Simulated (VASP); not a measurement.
A run of VASP 6.6.1 is set up as follows.

File INCAR:

```
SYSTEM = LiF
  ALGO = Normal
  EDIFF = 1E-7
  ENCUT = 520
  GGA = PE
  ISIF = 2
  ISMEAR = -1
  LASPH = .True.
  LCHARG = .False.
  LREAL = .False.
  LWAVE = .False.
  NBANDS = 12
  NELM = 100
  PREC = Accurate
  SIGMA = 0.03
```

The input KPOINTS:

```
k-points
0
Gamma
  10 10 10
  0 0 0
```

File POSCAR:

```
LiF
1.0
    0.0402800000      2.0341400000      2.0341400000
    2.0341400000      0.0402800000      2.0341400000
    2.0341400000      2.0341400000      0.0402800000
Li F
1 1
Direct
    0.0000000000      0.0000000000      0.0000000000
    0.5000000000      0.5000000000      0.5000000000
```

Potentials or basis: VASP PAW PBE potentials, release 64 (Li_sv, F).

Launch:

```sh
$ cat potpaw_PBE.64/Li_sv/POTCAR potpaw_PBE.64/F/POTCAR > POTCAR
$ mpirun -np 1 vasp_std > vasp.out
```

Question: Estimate the band gap on the k mesh.

Answer: 9.03 eV, direct.

Caveat: the cell differs from its parent crystal (equal xy, yz and zx shear strains of +2 %). A k mesh can miss the band edges.
